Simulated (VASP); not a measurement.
# In2O3 (R-3c) in VASP: single point with PBE

Aim: the single point of In2O3 with PBE.

Program: VASP 6.6.1. These are calculated values, not measurements. Logs are shortened: lines on timing, memory, paths and dates and some standing lists are left out, and cuts for length are marked.

## 1. The cell of the first run

The structure is trigonal, space group R-3c (No. 167). The conventional cell has a = 5.575 Å, b = 5.575 Å, c = 14.755 Å, α = 90.00°, β = 90.00°, γ = 120.00°. In (site symmetry 3) has 6 O at 2.16 to 2.29 Å within 2.9 Å. O (site symmetry 2) has 4 In at 2.16 to 2.29 Å and 2 O at 2.86 Å within 2.9 Å.

## 2. Single point, PBE

Input file INCAR:

```
SYSTEM = In2O3
PREC = Accurate ; ENCUT = 520
EDIFF = 1E-7 ; ISMEAR = 0
SIGMA = 0.05 ; LREAL = .False.
LASPH = .True. ; NELM = 100
ALGO = Normal ; ISIF = 2
LWAVE = .False. ; LCHARG = .False.
GGA = PE ; NBANDS = 55
```

Input file KPOINTS:

```
regular mesh
0
Gamma
  6 6 6
  0 0 0
```

Input file POSCAR:

```
In2O3
1.0
    2.7875465222      1.6093907350      4.9184289519
   -2.7875465222      1.6093907350      4.9184289519
    0.0000000000     -3.2187814699      4.9184289519
In O
4 6
Direct
    0.3572021370      0.3572021370      0.3572021370
    0.1427978630      0.1427978630      0.1427978630
    0.6427978630      0.6427978630      0.6427978630
    0.8572021370      0.8572021370      0.8572021370
    0.5465056545      0.9534943455      0.2500000000
    0.2500000000      0.5465056545      0.9534943455
    0.9534943455      0.2500000000      0.5465056545
    0.4534943455      0.0465056545      0.7500000000
    0.7500000000      0.4534943455      0.0465056545
    0.0465056545      0.7500000000      0.4534943455
```

Potentials or basis: VASP PAW PBE potentials, release 64 (In_d, O).

Run with:

```sh
$ cat potpaw_PBE.64/In_d/POTCAR potpaw_PBE.64/O/POTCAR > POTCAR
$ mpirun -np 1 vasp_std > vasp.out
```

OUTCAR:

```text
SYSTEM = In2O3
   PREC = Accurate
   ENCUT = 520
   EDIFF = 1E-7
   ISMEAR = 0
   LREAL = .False.
   LASPH = .True.
   NELM = 100
   ISIF = 2
   GGA = PE

 ion  position               nearest neighbor table
   1  0.357  0.357  0.357-   8 2.16  10 2.16   9 2.16   6 2.29   5 2.29   7 2.29   2 3.16   3 3.29
                             3 3.29   3 3.29   2 3.67   2 3.67   2 3.67
   2  0.143  0.143  0.143-   8 2.16   9 2.16  10 2.16   7 2.29   5 2.29   6 2.29   1 3.16   4 3.29
                             4 3.29   4 3.29   1 3.67   1 3.67   1 3.67
   3  0.643  0.643  0.643-   5 2.16   7 2.16   6 2.16   9 2.29   8 2.29  10 2.29   4 3.16   1 3.29
                             1 3.29   1 3.29   4 3.67   4 3.67   4 3.67
   4  0.857  0.857  0.857-   5 2.16   6 2.16   7 2.16  10 2.29   8 2.29   9 2.29   3 3.16   2 3.29
                             2 3.29   2 3.29   3 3.67   3 3.67   3 3.67
   5  0.547  0.953  0.250-   3 2.16   4 2.16   1 2.29   2 2.29
   6  0.250  0.547  0.953-   4 2.16   3 2.16   1 2.29   2 2.29
   7  0.953  0.250  0.547-   3 2.16   4 2.16   2 2.29   1 2.29
   8  0.453  0.047  0.750-   1 2.16   2 2.16   3 2.29   4 2.29
   9  0.750  0.453  0.047-   2 2.16   1 2.16   3 2.29   4 2.29
  10  0.047  0.750  0.453-   1 2.16   2 2.16   4 2.29   3 2.29

  LATTYP: Found a trigonal (rhomboedric) cell.
 ALAT       =     5.8780521864
 COS(alpha) =     0.5502125132

  Lattice vectors:

 A1 = (   2.7875465222,   1.6093907350,   4.9184289519)
 A2 = (  -2.7875465222,   1.6093907350,   4.9184289519)
 A3 = (   0.0000000000,  -3.2187814699,   4.9184289519)

Analysis of symmetry for initial positions (statically):
=====================================================================
 Subroutine PRICEL returns:
 Original cell was already a primitive cell.

 Routine SETGRP: Setting up the symmetry group for a
 trigonal (rhombohedral) supercell.

 Subroutine GETGRP returns: Found 12 space group operations
 (whereof  6 operations were pure point group operations)
 out of a pool of 12 trial point group operations.

The static configuration has the point symmetry S_6 .
 The point group associated with its full space group is D_3d.

Analysis of symmetry for dynamics (positions and initial velocities):
=====================================================================
 Subroutine PRICEL returns:
 Original cell was already a primitive cell.

 Routine SETGRP: Setting up the symmetry group for a
 trigonal (rhombohedral) supercell.

 Subroutine GETGRP returns: Found 12 space group operations
 (whereof  6 operations were pure point group operations)
 out of a pool of 12 trial point group operations.

The dynamic configuration has the point symmetry S_6 .
 The point group associated with its full space group is D_3d.

 Subroutine INISYM returns: Found 12 space group operations
 (whereof  6 operations are pure point group operations),
 and found     1 'primitive' translations

----------------------------------------------------------------------------------------

                                     Primitive cell

  volume of cell :     132.3919

  direct lattice vectors                    reciprocal lattice vectors
     2.787546522  1.609390735  4.918428952     0.179369204  0.103558858  0.067772318
    -2.787546522  1.609390735  4.918428952    -0.179369204  0.103558858  0.067772318
     0.000000000 -3.218781470  4.918428952     0.000000000 -0.207117716  0.067772318

  length of vectors
     5.878052186  5.878052186  5.878052186     0.217923921  0.217923921  0.217923921

  position of ions in fractional coordinates (direct lattice)
     0.357202137  0.357202137  0.357202137
     0.142797863  0.142797863  0.142797863
     0.642797863  0.642797863  0.642797863
     0.857202137  0.857202137  0.857202137
     0.546505655  0.953494345  0.250000000
     0.250000000  0.546505655  0.953494345
     0.953494345  0.250000000  0.546505655
     0.453494345  0.046505655  0.750000000
     0.750000000  0.453494345  0.046505655
     0.046505655  0.750000000  0.453494345

  ion indices of the primitive-cell ions
   primitive index   ion index
                 1           1
                 2           2
                 3           3
                 4           4
                 5           5
                 6           6
                 7           7
                 8           8
                 9           9
                10          10

----------------------------------------------------------------------------------------

 KPOINTS: regular mesh

Automatic generation of k-mesh.
 Grid dimensions read from file:
 generate k-points for:    6    6    6

 Generating k-lattice:

  Cartesian coordinates                     Fractional coordinates (reciprocal lattice)
     0.029894867  0.017259810  0.011295386     0.166666667  0.000000000  0.000000000
    -0.029894867  0.017259810  0.011295386     0.000000000  0.166666667  0.000000000
     0.000000000 -0.034519619  0.011295386     0.000000000  0.000000000  0.166666667

  Length of vectors
     0.036320654  0.036320654  0.036320654

  Shift w.r.t. Gamma in fractional coordinates (k-lattice)
     0.000000000  0.000000000  0.000000000

 Subroutine IBZKPT returns following result:
 ===========================================

 Found     32 irreducible k-points:

 Following reciprocal coordinates:
            Coordinates               Weight
  0.000000  0.000000  0.000000      1.000000
  0.166667 -0.000000  0.000000      6.000000
  0.333333 -0.000000  0.000000      6.000000
  0.500000 -0.000000  0.000000      3.000000
  0.166667  0.166667 -0.000000      6.000000
  0.333333  0.166667  0.000000     12.000000
[... 16 lines left out ...]
  0.500000  0.500000  0.166667      6.000000
 -0.333333  0.500000  0.166667     12.000000
 [... further k-points ...]
   k-points           NKPTS =     32   k-points in BZ     NKDIM =     32   number of bands    NBANDS=     55
   number of dos      NEDOS =    301   number of ions     NIONS =     10
   total plane-waves  NPLWV = 110592
   dimension x,y,z NGX =    48 NGY =   48 NGZ =   48
   dimension x,y,z NGXF=    96 NGYF=   96 NGZF=   96
   ions per type =               4   6
   NGX,Y,Z   is equivalent  to a cutoff of  13.58, 13.58, 13.58 a.u.
   NGXF,Y,Z  is equivalent  to a cutoff of  27.15, 27.15, 27.15 a.u.
 SYSTEM =  In2O3
   PREC   = accura    normal or accurate (medium, high low for compatibility)
   ISTART =      0    job   : 0-new  1-cont  2-samecut
   ICHARG =      2    charge: 1-file 2-atom 10-const
   ISPIN  =      1    spin polarized calculation?
   LNONCOLLINEAR =      F non collinear calculations
   LSORBIT =      F    spin-orbit coupling
   LASPH  =      T    aspherical Exc in radial PAW
   ENCUT  =  520.0 eV  38.22 Ry    6.18 a.u.  10.93 10.93 10.93*2*pi/ulx,y,z
   NELM   =    100;   NELMIN=  2; NELMDL= -5     # of ELM steps
   EDIFF  = 0.1E-06   stopping-criterion for ELM
   LREAL  =      F    real-space projection
   EDIFFG = 0.1E-05   stopping-criterion for IOM
   NSW    =      0    number of steps for IOM
   IBRION =     -1    ionic relax: 0-MD 1-quasi-New 2-CG
   NFREE  =      0    steps in history (QN), initial steepest desc. (CG)
   ISIF   =      2    stress and relaxation
   ISYM   =      2    0-nonsym 1-usesym 2-fastsym
   POTIM  = 0.5000    time-step for ionic-motion
   TEBEG  =    0.0;   TEEND  =   0.0 temperature during run
   PSTRESS=    0.0 pullay stress
   NELECT =      88.0000    total number of electrons
   NUPDOWN=      -1.0000    fix difference up-down
   EMIN   =  10.00;   EMAX   =-10.00  energy-range for DOS
   EFERMI =   0.00;   METHOD = LEGACY
   ISMEAR =     0;   SIGMA  =   0.05  broadening in eV -4-tet -1-fermi 0-gaus
   EFERMI_NEDOS =   21; number of points for ismear=-14 and -15
   IALGO  =     38    algorithm
   IMIX   =      4    mixing-type and parameters
     AMIX     =   0.40;   BMIX     =  1.00
     AMIX_MAG =   1.60;   BMIX_MAG =  1.00
  volume/ion in A,a.u.               =      13.24        89.34
  Fermi-wavevector in a.u.,A,eV,Ry     =   1.428725  2.699899 27.772960  2.041255
  Thomas-Fermi vector in A             =   2.548756
   LORBIT       =      0    0 simple, 1 ext, 2 COOP (PROOUT), +10 PAW based schemes
   GGA     = PE    functional components
   LHFCALC =     F    Hartree Fock is set to
   AEXX    =    0.0000 exact exchange contribution
   IVDW    =     0    specifies the selected vdW correction
   LEPSILON=     F    determine dielectric tensor
   LRPA    =     F    only Hartree local field effects (RPA)
 non-spin polarized calculation
 Gauss-broadening in eV      SIGMA  =   0.05
  energy-cutoff  :      520.00
  volume of cell :      132.39
 maximum number of plane-waves:      3589
 NGX is ok and might be reduce to    48
   NGX = 21   NGY = 21   NGZ = 21

 number of electron      88.0000008 magnetization

 Free energy of the ion-electron system (eV)
  ---------------------------------------------------
  ext. energy  EPLUGINS =         0.00000000
  ---------------------------------------------------
  free energy    TOTEN  =       -55.47539442 eV

  energy without entropy =      -55.47539442  energy(sigma->0) =      -55.47539442

 E-fermi :   5.2870     XC(G=0): -10.9772

 val. band max:        5.0643225806   @ k =  -0.1667   0.1667   0.0000
 cond. band min:       6.0259896928   @ k =   0.0000   0.0000   0.0000
 fundamental gap:      0.9616671122
 Fermi energy:         5.2869805872

 k-point     1 :       0.0000    0.0000    0.0000
  band No.  band energies     occupation
      1     -12.2823      2.00000
      2     -11.4801      2.00000
      3     -11.4801      2.00000
      4     -11.2841      2.00000
      5     -11.2841      2.00000
      6     -11.2043      2.00000
[... 47 lines left out ...]
     54      14.7075      0.00000
[... 1333 lines left out ...]
     54      15.4133      0.00000
     55      16.0308      0.00000

 [... further k-points ...]

------------------------ aborting loop because EDIFF is reached ----------------------------------------

  FORCE on cell =-STRESS in cart. coord.  units (eV):
  Direction    XX          YY          ZZ          XY          YZ          ZX
  --------------------------------------------------------------------------------------
  -------------------------------------------------------------------------------------
  Total        0.3969760      0.3969760      0.2767735      0.0000000      0.0000000      0.0000000
  in kB        4.8041171      4.8041171      3.3494529      0.0000000      0.0000000      0.0000000
  external PRESSURE =       4.3192290 kB  Pullay stress =       0.0000000 kB

 VOLUME and BASIS-vectors are now :
 -----------------------------------------------------------------------------
  energy-cutoff  :      520.00
  volume of cell :      132.39
      direct lattice vectors                 reciprocal lattice vectors
     2.787546522  1.609390735  4.918428952     0.179369204  0.103558858  0.067772318
    -2.787546522  1.609390735  4.918428952    -0.179369204  0.103558858  0.067772318
     0.000000000 -3.218781470  4.918428952     0.000000000 -0.207117716  0.067772318

 POSITION                                       TOTAL-FORCE (eV/Angst)
 -----------------------------------------------------------------------------------
      0.00000      0.00000      5.27062         0.000000     -0.000000     -0.009501
      0.00000      0.00000      2.10702         0.000000      0.000000      0.009501
      0.00000      0.00000      9.48467         0.000000      0.000000      0.009501
      0.00000      0.00000     12.64826         0.000000     -0.000000     -0.009501
     -1.13450      1.60939      8.60725        -0.007391      0.000000      0.000000
     -0.82652     -1.78720      8.60725         0.003695     -0.006401      0.000000
      1.96102      0.17781      8.60725         0.003695      0.006401      0.000000
      1.13450     -1.60939      6.14804         0.007391      0.000000      0.000000
      0.82652      1.78720      6.14804        -0.003695      0.006401      0.000000
     -1.96102     -0.17781      6.14804        -0.003695     -0.006401      0.000000
 -----------------------------------------------------------------------------------
    total drift:                                0.000000     -0.000000      0.000000

  FREE ENERGIE OF THE ION-ELECTRON SYSTEM (eV)
  ---------------------------------------------------
  free  energy   TOTEN  =       -55.4753944243 eV

  energy  without entropy=      -55.4753944243  energy(sigma->0) =      -55.47539442
```

Run time: 4.9 min. Hardware: 1 thread of Intel Xeon Platinum 8375C at 2.90GHz (Ice Lake), shared host; peak memory 0.4 GiB.

What came out:

```
Free energy            : -55.4754 eV
Pressure               : 0.4 GPa
Largest force          : 0.010 eV/Å
Band gap on the k mesh : 0.96 eV, indirect (least direct gap 1.04 eV)
```

Forces in eV/Å, atoms in the order of the input:
```
In   0.000  0.000 -0.010
In   0.000  0.000  0.010
In   0.000  0.000  0.010
In   0.000  0.000 -0.010
O   -0.007  0.000  0.000
O    0.004 -0.006  0.000
O    0.004  0.006  0.000
O    0.007  0.000  0.000
O   -0.004  0.006  0.000
O   -0.004 -0.006  0.000
```

Caveat: spin-orbit coupling is left out, which moves the levels of the heavy elements. A k mesh can miss the band edges.
